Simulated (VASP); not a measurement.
Input of a VASP 6.6.1 run:

INCAR

```
SYSTEM = Al
PREC = Accurate
ENCUT = 520
EDIFF = 1E-6
ISMEAR = 0
SIGMA = 0.15
LREAL = .False.
LASPH = .True.
NELM = 60
ALGO = Fast
ISIF = 2
LWAVE = .False.
LCHARG = .False.
GGA = PS
NBANDS = 8
```

KPOINTS

```
Automatic mesh
0
Gamma
  24 24 24
  0 0 0
```

The input POSCAR:

```
Al
1.0
   -1.4579705573      1.4579705573      1.8953617245
    1.4579705573     -1.4579705573      1.8953617245
    1.4579705573      1.4579705573     -1.8953617245
Al
1
Direct
    0.0000000000      0.0000000000      0.0000000000
```

Potentials or basis: VASP PAW PBE potentials, release 64 (Al).

Run with:

```console
$ cat potpaw_PBE.64/Al/POTCAR > POTCAR
$ mpirun -np 1 vasp_std > vasp.out
```

Problem. Predict the pressure.

Solution. 0.9 GPa.

Problem. Estimate the band gap on the k mesh.

Solution. Zero (an odd number of electrons rules out a gap without spin polarisation).

Stress tensor (GPa, compression positive):
```
-0.67  0.00  0.00
 0.00 -0.67  0.00
 0.00  0.00  3.98
```

Caveat: the PAW data sets were made with another functional, which shifts forces and pressure a little.
